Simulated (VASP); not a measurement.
# C8O in VASP: a series of runs, part 2 of 2

VASP 6.6.1. The steps go on from the part before.

## 4. Single point, PBE+D3(BJ)

File INCAR:

```
PREC = Accurate ; ENCUT = 520
EDIFF = 1E-6 ; ISMEAR = 0
SIGMA = 0.1 ; LREAL = False
LASPH = True ; NELM = 100
ALGO = Normal ; ISIF = 2
LWAVE = False ; LCHARG = False
LDIPOL = True ; IDIPOL = 3
DIPOL = 0.5 0.5 0.490 ; GGA = PE
IVDW = 12 ; NBANDS = 29
```

File KPOINTS:

```
Automatic mesh
0
Gamma
  12 12 1
```

File POSCAR:

```
C8O
1.0
    2.4649796670      0.0000000000      0.0000000000
   -1.2324898335      2.1347350114      0.0000000000
    0.0000000000      0.0000000000     29.1076495408
C O
8 1
Direct
    0.0000000000      0.0000000000      0.2920194646
    0.6666666666      0.3333333333      0.2920194566
    0.0000000000      0.0000000000      0.4077696707
    0.3333333333      0.6666666667      0.4077696627
    0.0000000000      0.0000000000      0.5235198769
    0.6666666666      0.3333333333      0.5235198689
    0.0000000000      0.0000000000      0.6392700831
    0.3333333333      0.6666666667      0.6392700751
    0.2500000000      0.5000000000      0.6860221867
```

Potentials or basis: VASP PAW PBE potentials, release 64 (C, O).

On the command line:

```console
> cat potpaw_PBE.64/C/POTCAR potpaw_PBE.64/O/POTCAR > POTCAR
> mpirun -np 1 vasp_std > vasp.out
```

OUTCAR:

```text
PREC = Accurate
   ENCUT = 520
   EDIFF = 1E-6
   ISMEAR = 0
   LREAL = False
   LASPH = True
   NELM = 100
   ISIF = 2
   GGA = PE
   IVDW = 12
 IVDW          = 12

 ion  position               nearest neighbor table
   1  0.000  0.000  0.292-   2 1.42   2 1.42   2 1.42
   2  0.667  0.333  0.292-   1 1.42   1 1.42   1 1.42
   3  0.000  0.000  0.408-   4 1.42   4 1.42   4 1.42
   4  0.333  0.667  0.408-   3 1.42   3 1.42   3 1.42
   5  0.000  0.000  0.524-   6 1.42   6 1.42   6 1.42
   6  0.667  0.333  0.524-   5 1.42   5 1.42   5 1.42
   7  0.000  0.000  0.639-   8 1.42   8 1.42   8 1.42   9 1.73
   8  0.333  0.667  0.639-   9 1.41   7 1.42   7 1.42   7 1.42
   9  0.250  0.500  0.686-   8 1.41   7 1.73

  LATTYP: Found a hexagonal cell.
 ALAT       =     2.4649796670
 C/A-ratio  =    11.8084745000

  Lattice vectors:

 A1 = (   2.4649796670,   0.0000000000,   0.0000000000)
 A2 = (  -1.2324898335,   2.1347350114,   0.0000000000)
 A3 = (   0.0000000000,   0.0000000000,  29.1076495408)

Analysis of symmetry for initial positions (statically):
=====================================================================
 Subroutine PRICEL returns:
 Original cell was already a primitive cell.

 Routine SETGRP: Setting up the symmetry group for a
 hexagonal supercell.

 Subroutine GETGRP returns: Found  2 space group operations
 (whereof  2 operations were pure point group operations)
 out of a pool of 24 trial point group operations.

The static configuration has the point symmetry C_1h.

Analysis of symmetry for dynamics (positions and initial velocities):
=====================================================================
 Subroutine PRICEL returns:
 Original cell was already a primitive cell.

 Routine SETGRP: Setting up the symmetry group for a
 hexagonal supercell.

 Subroutine GETGRP returns: Found  2 space group operations
 (whereof  2 operations were pure point group operations)
 out of a pool of 24 trial point group operations.

[... 148 lines left out ...]
  volume of cell :      153.17
 maximum number of plane-waves:      4180
   NGX =  9   NGY =  9   NGZ =109

 dipolmoment           0.000000      0.000000     -0.245123 electrons x Angstroem

 number of electron      37.9999995 magnetization

 dipolmoment           0.000000      0.000000      0.085382 electrons x Angstroem

 Free energy of the ion-electron system (eV)
  ---------------------------------------------------
  ext. energy  EPLUGINS =         0.00000000
  ---------------------------------------------------
  free energy    TOTEN  =       -76.42228573 eV

  energy without entropy =      -76.41887230  energy(sigma->0) =      -76.42057902

 E-fermi :  -0.4623     XC(G=0):  -5.5240

 val. band max:       -0.4673305387   @ k =   0.0000   0.2500   0.0000
 cond. band min:      -0.4514756400   @ k =   0.3333   0.3333   0.0000
 fundamental gap:      0.0158548987
 Fermi energy:        -0.4623364314

 k-point     1 :       0.0000    0.0000    0.0000
  band No.  band energies     occupation
      1     -25.1018      2.00000
      2     -20.3786      2.00000
      3     -20.0551      2.00000
      4     -19.9086      2.00000
      5     -17.3753      2.00000
      6      -9.0119      2.00000
[... 757 lines left out ...]
     28       7.9361      0.00000
     29       7.9858      0.00000

 [... further k-points ...]

------------------------ aborting loop because EDIFF is reached ----------------------------------------

 vacuum level on the upper side and lower side of the slab       (xc-potential included)         1.213        -1.668

 Edisp (eV)   -1.16999

 E8    (eV) :    -0.3371

  FORCE on cell =-STRESS in cart. coord.  units (eV):
  Direction    XX          YY          ZZ          XY          YZ          ZX
  --------------------------------------------------------------------------------------
  -------------------------------------------------------------------------------------
  Total       8.85597     7.96455     0.23705     0.00000    -5.29905     0.00000
  in kB      92.63655    83.31198     2.47960     0.00000   -55.42993     0.00000
  external pressure =       59.48 kB  Pullay stress =        0.00 kB

 VOLUME and BASIS-vectors are now :
 -----------------------------------------------------------------------------
  energy-cutoff  :      520.00
  volume of cell :      153.17
      direct lattice vectors                 reciprocal lattice vectors
     2.464979667  0.000000000  0.000000000     0.405682860  0.234221108  0.000000000
    -1.232489834  2.134735011  0.000000000     0.000000000  0.468442216  0.000000000
     0.000000000  0.000000000 29.107649541     0.000000000  0.000000000  0.034355230

 POSITION                                       TOTAL-FORCE (eV/Angst)
 -----------------------------------------------------------------------------------
      0.00000      0.00000      8.50000         0.000000     -0.000018      0.011850
      1.23249      0.71158      8.50000         0.000000      0.000017     -0.011620
      0.00000      0.00000     11.86922         0.000000      0.000055     -0.008541
     -0.00000      1.42316     11.86922         0.000000     -0.000080      0.008786
      0.00000      0.00000     15.23843         0.000000     -0.007227      0.009398
      1.23249      0.71158     15.23843         0.000000      0.000280      0.023349
      0.00000      0.00000     18.60765         0.000000      2.928488     -1.249509
     -0.00000      1.42316     18.60765        -0.000000      0.991137      0.906294
      0.00000      1.06737     19.96849         0.000000     -3.912653      0.309994
 -----------------------------------------------------------------------------------
    total drift:                                0.000001     -0.000009      0.000441

  FREE ENERGIE OF THE ION-ELECTRON SYSTEM (eV)
  ---------------------------------------------------
  free  energy   TOTEN  =       -77.5922732837 eV

  energy  without entropy=      -77.5888598561  energy(sigma->0) =      -77.59056657

 vacuum level on the upper side and lower side of the slab         6.568         3.637
```

OSZICAR:

```text
N       E                     dE             d eps       ncg     rms          rms(c)
DAV:   1     0.255518232243E+03    0.25552E+03   -0.17960E+04  2502   0.112E+03
DAV:   2    -0.566255086964E+02   -0.31214E+03   -0.29810E+03  3394   0.272E+02
DAV:   3    -0.808443262006E+02   -0.24219E+02   -0.23920E+02  3112   0.799E+01
[... 24 lines left out ...]
DAV:  28    -0.764222773156E+02   -0.78105E-05   -0.14223E-06  2200   0.796E-03    0.397E-03
DAV:  29    -0.764222800059E+02   -0.26904E-05   -0.25528E-07  2047   0.324E-03    0.195E-03
DAV:  30    -0.764222820265E+02   -0.20206E-05   -0.96430E-08  1990   0.175E-03    0.149E-03
DAV:  31    -0.764222850755E+02   -0.30490E-05   -0.34606E-07  1985   0.415E-03    0.521E-04
DAV:  32    -0.764222857314E+02   -0.65594E-06   -0.10880E-07  2036   0.186E-03
   1 F= -.77592273E+02 E0= -.77590567E+02  d E =-.341343E-02
```

stdout:

```text
POSCAR found type information on POSCAR C O
 POSCAR found :  2 types and       9 ions
 scaLAPACK will be used
 LDA part: xc-table for (Slater+PW92), standard interpolation
 POSCAR, INCAR and KPOINTS ok, starting setup
 FFT: planning ... GRIDC
 FFT: planning ... GRID_SOFT
 FFT: planning ... GRID
 WAVECAR not read
 entering main loop
```

Run time: 8.1 min. Hardware: 1 thread of Oxide Virtual Turin-like, shared host; peak memory 0.3 GiB.

Results:

```yaml
Free_energy: -77.5923 eV
Largest_force: 3.925 eV/Å
Band_gap_on_the_k_mesh: zero (bands 19 and 20 overlap by 0.07 eV)
Dispersion_energy_per_atom: -0.130 eV
```

Forces on the atoms (eV/Å):
```
C    0.000  0.000  0.012
C    0.000  0.000 -0.012
C    0.000  0.000 -0.009
C    0.000  0.000  0.009
C    0.000 -0.007  0.009
C    0.000  0.000  0.023
C    0.000  2.928 -1.250
C    0.000  0.991  0.906
O    0.000 -3.913  0.310
```

## 5. Single point, PBE+D3(BJ)

File INCAR:

```
PREC     = Accurate       # precision mode
ENCUT    = 520            # plane-wave cutoff, eV
EDIFF    = 1E-6           # SCF threshold, eV
ISMEAR   = 0              # smearing method
SIGMA    = 0.1            # smearing width, eV
LREAL    = F              # projectors in reciprocal space
LASPH    = T              # aspherical terms in the spheres
NELM     = 80             # most SCF steps
ALGO     = Normal         # electronic algorithm
ISIF     = 2              # what is computed and relaxed
LWAVE    = F              # write WAVECAR
LCHARG   = F              # write CHGCAR
LDIPOL   = T            
IDIPOL   = 3            
DIPOL    = 0.5 0.5 0.490
GGA      = PE             # functional
IVDW     = 12             # dispersion correction
NBANDS   = 29             # bands
```

File KPOINTS:

```
regular mesh
0
Gamma
  12 12 1
```

File POSCAR:

```
C8O
1.0
    2.4649796670      0.0000000000      0.0000000000
   -1.2324898335      2.1347350114      0.0000000000
    0.0000000000      0.0000000000     29.1076495408
C O
8 1
Direct
    0.0000000000      0.0000000000      0.2920194646
    0.6666666667      0.3333333334      0.2920194566
    0.0000000000      0.0000000000      0.4077696707
    0.3333333333      0.6666666667      0.4077696627
    0.0000000000      0.0000000000      0.5235198769
    0.6666666667      0.3333333334      0.5235198689
    0.0000000000      0.0000000000      0.6392700831
    0.3333333333      0.6666666667      0.6392700751
    0.5000000000      0.2500000000      0.6889184713
```

On the command line:

```console
> cat potpaw_PBE.64/C/POTCAR potpaw_PBE.64/O/POTCAR > POTCAR
> mpirun -np 1 vasp_std > vasp.out
```

It took 9.4 min on 1 thread of Oxide Virtual Turin-like, shared host; peak memory 0.3 GiB.

Results (log left out):

| Quantity | Value |
| --- | --- |
| Free energy | -76.1068 eV |
| Largest force | 2.313 eV/Å |
| Band gap on the k mesh | zero (bands 19 and 20 overlap by 0.02 eV) |
| Dispersion energy per atom | -0.131 eV |

Forces in eV/Å, atoms in the order of the input:
```
C    0.000  0.000  0.012
C    0.000  0.000 -0.012
C    0.000  0.000 -0.008
C    0.000  0.000  0.008
C    0.000  0.000  0.002
C    0.000  0.000  0.017
C    1.402  0.809  0.110
C    0.600  0.346 -0.181
O   -2.002 -1.156  0.052
```

Levels at points of the mesh, in eV from the Fermi level:
| k point | band 15 | band 16 | band 17 | band 18 | band 19 | band 20 | band 21 | band 22 | band 23 | band 24 |
| --- | --- | --- | --- | --- | --- | --- | --- | --- | --- | --- |
| (0.00, 0.00, 0.00) | -3.05 | -3.01 | -3.01 | -0.27 | -0.07 | 0.01 | 3.60 | 4.70 | 5.12 | 6.32 |
| (0.50, 0.00, 0.00) | -2.89 | -2.72 | -2.50 | -2.21 | -0.51 | 0.74 | 1.39 | 1.56 | 1.86 | 1.99 |
| (0.00, 0.50, 0.00) | -2.93 | -2.56 | -2.37 | -2.20 | -1.32 | 0.39 | 1.37 | 1.58 | 1.92 | 3.26 |

## 6. Overview

| potentials or basis | cell | cutoff (eV) | gap on the mesh (eV) | largest force (eV/Å) |
| --- | --- | --- | --- | --- |
| VASP PAW PBE potentials, release 64 (C_h, O_h) | as given, atomic positions A | 910 | - | 0.10 |
| VASP PAW PBE potentials, release 64 (C, O) | as given, atomic positions B | 520 | none | 1.71 |
| VASP PAW PBE potentials, release 64 (C, O) | as given, atomic positions C | 520 | none | 3.92 |
| VASP PAW PBE potentials, release 64 (C, O) | as given, atomic positions D | 520 | none | 2.31 |

Alike in all rows: task single point; level PBE+D3(BJ); no spin polarisation; k mesh 12 × 12 × 1; smearing gaussian 0.1 eV.

Caveats: the cutoff is under 1.25 times the usual one of these potentials, so pressure, stress and relaxed cells hold a basis-set (Pulay) error (at least some runs).

Total energies depend on the potentials used, so only differences within one code and one set of settings carry meaning.
